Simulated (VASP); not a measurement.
Wanted: the native input for a VASP 6.6.1 run.

| Property | Result |
| --- | --- |
| Task | single point |
| Functional | PBEsol |
| Potentials or basis | VASP PAW PBE potentials, release 64 (Te, Sn_d) |
| Cutoff | 520 eV |
| k mesh | 6 × 6 × 6 |
| Occupations | methfessel-paxton, width 0.005 eV |
| Spin | no spin polarisation |
| Dipole correction | no |
| Further INCAR settings | ALGO = Normal; EDIFF = 1e-07; NBANDS = 17 |

The structure of SnTe lies in POSCAR:

```
SnTe
1.0
    0.0000000000      3.6111460000      3.6111460000
    3.6111460000      0.0000000000      3.6111460000
    3.6111460000      3.6111460000      0.0000000000
Te Sn
1 1
Direct
    0.2500000000      0.2500000000      0.2500000000
    0.0000000000      0.0000000000      0.0000000000
```

The input as run:

INCAR

```
SYSTEM = SnTe
PREC = Accurate ; ENCUT = 520
EDIFF = 1E-7 ; ISMEAR = 1
SIGMA = 0.005 ; LREAL = .False.
LASPH = .True. ; NELM = 80
ALGO = Normal ; ISIF = 2
LWAVE = .False. ; LCHARG = .False.
GGA = PS ; NBANDS = 17
```

KPOINTS

```
Automatic mesh
0
Gamma
  6 6 6
  0 0 0
```

Potentials or basis: VASP PAW PBE potentials, release 64 (Te, Sn_d).

Command:

```bash
$ cat potpaw_PBE.64/Te/POTCAR potpaw_PBE.64/Sn_d/POTCAR > POTCAR
$ mpirun -np 1 vasp_std > vasp.out
```

It gave:

| Quantity | Value |
| --- | --- |
| Pressure | -1.4 GPa |
| Band gap on the k mesh | 0.23 eV, indirect (least direct gap 0.76 eV) |

Caveat: the PAW data sets were made with another functional, which shifts forces and pressure a little; spin-orbit coupling is left out, which moves the levels of the heavy elements.

Wall time 18 s on 1 thread of Intel(R) Xeon(R) Platinum 8488C (Sapphire Rapids) (shared host), peak memory 0.24 GiB.
